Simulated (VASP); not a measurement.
# ScIr (Pm-3m) in VASP: further runs, part 2 of 2

VASP 6.6.1.

## (5) Single point, LDA

Input file INCAR:

```
SYSTEM = ScIr
PREC = Accurate ; ENCUT = 560
EDIFF = 1E-6 ; ISMEAR = -1
SIGMA = 0.1 ; LREAL = .FALSE.
LASPH = .TRUE. ; NELM = 120
ALGO = Normal ; ISIF = 2
LWAVE = .FALSE. ; LCHARG = .FALSE.
NBANDS = 21 ; GGA_COMPAT = .FALSE.
```

Input file KPOINTS:

```
Automatic mesh
0
G
  12 12 12
  0 0 0
```

Input file POSCAR:

```
ScIr
1.0
    3.1620734540      0.0000000000      0.0000000000
    0.0000000000      3.1620734540      0.0000000000
    0.0000000000      0.0000000000      3.1620734540
Sc Ir
1 1
Direct
    0.5000000000      0.5000000000      0.5000000000
    0.0000000000      0.0000000000      0.0000000000
```

Potentials or basis: VASP PAW LDA potentials, release 64 (Sc_sv, Ir_sv_GW).

Started as:

```sh
$ cat potpaw_LDA.64/Sc_sv/POTCAR potpaw_LDA.64/Ir_sv_GW/POTCAR > POTCAR
$ mpirun -np 1 vasp_std > vasp.out
```

OUTCAR:

```text
SYSTEM = ScIr
   PREC = Accurate
   ENCUT = 560
   EDIFF = 1E-6
   ISMEAR = -1
   LREAL = .FALSE.
   LASPH = .TRUE.
   NELM = 120
   ISIF = 2

 ion  position               nearest neighbor table
   1  0.500  0.500  0.500-   2 2.74   2 2.74   2 2.74   2 2.74   2 2.74   2 2.74   2 2.74   2 2.74

   2  0.000  0.000  0.000-   1 2.74   1 2.74   1 2.74   1 2.74   1 2.74   1 2.74   1 2.74   1 2.74

  LATTYP: Found a simple cubic cell.
 ALAT       =     3.1620734540

  Lattice vectors:

 A1 = (   3.1620734540,   0.0000000000,   0.0000000000)
 A2 = (   0.0000000000,   3.1620734540,   0.0000000000)
 A3 = (   0.0000000000,   0.0000000000,   3.1620734540)

Analysis of symmetry for initial positions (statically):
=====================================================================
 Subroutine PRICEL returns:
 Original cell was already a primitive cell.

 Routine SETGRP: Setting up the symmetry group for a
 simple cubic supercell.

 Subroutine GETGRP returns: Found 48 space group operations
 (whereof 48 operations were pure point group operations)
 out of a pool of 48 trial point group operations.

The static configuration has the point symmetry O_h .

Analysis of symmetry for dynamics (positions and initial velocities):
=====================================================================
 Subroutine PRICEL returns:
 Original cell was already a primitive cell.

 Routine SETGRP: Setting up the symmetry group for a
 simple cubic supercell.

 Subroutine GETGRP returns: Found 48 space group operations
 (whereof 48 operations were pure point group operations)
 out of a pool of 48 trial point group operations.

The dynamic configuration has the point symmetry O_h .

[... 102 lines left out ...]
   IBRION =     -1    ionic relax: 0-MD 1-quasi-New 2-CG
   NFREE  =      0    steps in history (QN), initial steepest desc. (CG)
   ISIF   =      2    stress and relaxation
   ISYM   =      2    0-nonsym 1-usesym 2-fastsym
   POTIM  = 0.5000    time-step for ionic-motion
   TEBEG  =    0.0;   TEEND  =   0.0 temperature during run
   PSTRESS=    0.0 pullay stress
   NELECT =      28.0000    total number of electrons
   NUPDOWN=      -1.0000    fix difference up-down
   EMIN   =  10.00;   EMAX   =-10.00  energy-range for DOS
   EFERMI =   0.00;   METHOD = LEGACY
   ISMEAR =    -1;   SIGMA  =   0.10  broadening in eV -4-tet -1-fermi 0-gaus
   EFERMI_NEDOS =   21; number of points for ismear=-14 and -15
   IALGO  =     38    algorithm
   IMIX   =      4    mixing-type and parameters
     AMIX     =   0.40;   BMIX     =  1.00
     AMIX_MAG =   1.60;   BMIX_MAG =  1.00
  volume/ion in A,a.u.               =      15.81       106.68
  Fermi-wavevector in a.u.,A,eV,Ry     =   1.572132  2.970898 33.628128  2.471598
  Thomas-Fermi vector in A             =   2.673612
   LORBIT       =      0    0 simple, 1 ext, 2 COOP (PROOUT), +10 PAW based schemes
   GGA     = CA    functional components
   LHFCALC =     F    Hartree Fock is set to
   AEXX    =    0.0000 exact exchange contribution
   IVDW    =     0    specifies the selected vdW correction
   LEPSILON=     F    determine dielectric tensor
   LRPA    =     F    only Hartree local field effects (RPA)
 non-spin polarized calculation
  energy-cutoff  :      560.00
  volume of cell :       31.62
 maximum number of plane-waves:       976
   NGX = 13   NGY = 13   NGZ = 13

 number of electron      28.0000002 magnetization

 Free energy of the ion-electron system (eV)
  ---------------------------------------------------
  ext. energy  EPLUGINS =         0.00000000
  ---------------------------------------------------
  free energy    TOTEN  =       -19.71337382 eV

  energy without entropy =      -19.68775746  energy(sigma->0) =      -19.70056564

 E-fermi :   8.6680     XC(G=0): -13.1059

 val. band max:        8.6570042597   @ k =   0.5000   0.4167   0.4167
 cond. band min:       8.6885628332   @ k =   0.5000   0.0000   0.0000
 fundamental gap:      0.0315585736
 Fermi energy:         8.6679594832

 k-point     1 :       0.0000    0.0000    0.0000
  band No.  band energies     occupation
      1     -83.1203      2.00000
      2     -40.1741      2.00000
      3     -40.1741      2.00000
      4     -40.1741      2.00000
      5     -39.8047      2.00000
      6     -18.6745      2.00000
[... 565 lines left out ...]
     20      13.6772      0.00000
     21      17.9561      0.00000

 [... further k-points ...]
[... 5 lines left out ...]
  --------------------------------------------------------------------------------------
  -------------------------------------------------------------------------------------
  Total        0.0494407      0.0494407      0.0494407      0.0000000     -0.0000000     -0.0000000
  in kB        2.5054153      2.5054153      2.5054153      0.0000000     -0.0000000     -0.0000000
  external PRESSURE =       2.5054153 kB  Pullay stress =       0.0000000 kB

 VOLUME and BASIS-vectors are now :
 -----------------------------------------------------------------------------
  energy-cutoff  :      560.00
  volume of cell :       31.62
      direct lattice vectors                 reciprocal lattice vectors
     3.162073454  0.000000000  0.000000000     0.316248188  0.000000000  0.000000000
     0.000000000  3.162073454  0.000000000     0.000000000  0.316248188  0.000000000
     0.000000000  0.000000000  3.162073454     0.000000000  0.000000000  0.316248188

 POSITION                                       TOTAL-FORCE (eV/Angst)
 -----------------------------------------------------------------------------------
      1.58104      1.58104      1.58104         0.000000      0.000000      0.000000
      0.00000      0.00000      0.00000         0.000000      0.000000      0.000000
 -----------------------------------------------------------------------------------
    total drift:                                0.000000      0.000000     -0.000000

  FREE ENERGIE OF THE ION-ELECTRON SYSTEM (eV)
  ---------------------------------------------------
  free  energy   TOTEN  =       -19.7133738177 eV

  energy  without entropy=      -19.6877574643  energy(sigma->0) =      -19.70056564
```

OSZICAR:

```text
N       E                     dE             d eps       ncg     rms          rms(c)
DAV:   1     0.407093493706E+03    0.40709E+03   -0.16293E+04  3736   0.169E+03
DAV:   2     0.949497057395E+01   -0.39760E+03   -0.38541E+03  3900   0.546E+02
DAV:   3    -0.207422507437E+02   -0.30237E+02   -0.27483E+02  5527   0.156E+02
DAV:   4    -0.217467651256E+02   -0.10045E+01   -0.99762E+00  4793   0.282E+01
DAV:   5    -0.217560595660E+02   -0.92944E-02   -0.92926E-02  4552   0.239E+00    0.755E+01
DAV:   6    -0.203235868546E+02    0.14325E+01   -0.12617E+01  4697   0.196E+01    0.455E+01
DAV:   7    -0.208584013838E+02   -0.53481E+00   -0.12014E+01  4733   0.292E+01    0.182E+01
DAV:   8    -0.197535660135E+02    0.11048E+01   -0.69948E+00  4865   0.217E+01    0.433E+00
DAV:   9    -0.197135486247E+02    0.40017E-01   -0.28734E-01  5116   0.414E+00    0.112E+00
DAV:  10    -0.197135875514E+02   -0.38927E-04   -0.58689E-03  3873   0.551E-01    0.386E-01
DAV:  11    -0.197135083606E+02    0.79191E-04   -0.28720E-03  4783   0.580E-01    0.914E-02
DAV:  12    -0.197133746114E+02    0.13375E-03   -0.44994E-04  4735   0.224E-01    0.195E-02
DAV:  13    -0.197133738177E+02    0.79368E-06   -0.52887E-06  4450   0.249E-02
   1 F= -.19713374E+02 E0= -.19700566E+02  d E =-.256164E-01
```

stdout:

```text
POSCAR found type information on POSCAR ScIr
 POSCAR found :  2 types and       2 ions
 scaLAPACK will be used
 LDA part: xc-table for (Slater(with rela. corr.)+CA(PZ))
 , standard interpolation
 POSCAR, INCAR and KPOINTS ok, starting setup
 FFT: planning ... GRIDC
 FFT: planning ... GRID_SOFT
 FFT: planning ... GRID
 WAVECAR not read
 entering main loop
```

It took 33 s on 1 thread of AMD EPYC 7R13 (Zen 3), shared host; peak memory 0.16 GiB.

What came out:

| Quantity | Value |
| --- | --- |
| Free energy | -19.7134 eV |
| Pressure | 0.3 GPa |
| Band gap on the k mesh | zero (bands 14 and 15 overlap by 0.61 eV) |

Caveat: spin-orbit coupling is left out, which moves the levels of the heavy elements.

The gap in the log of VASP goes by the Fermi energy; the results here count the filled bands.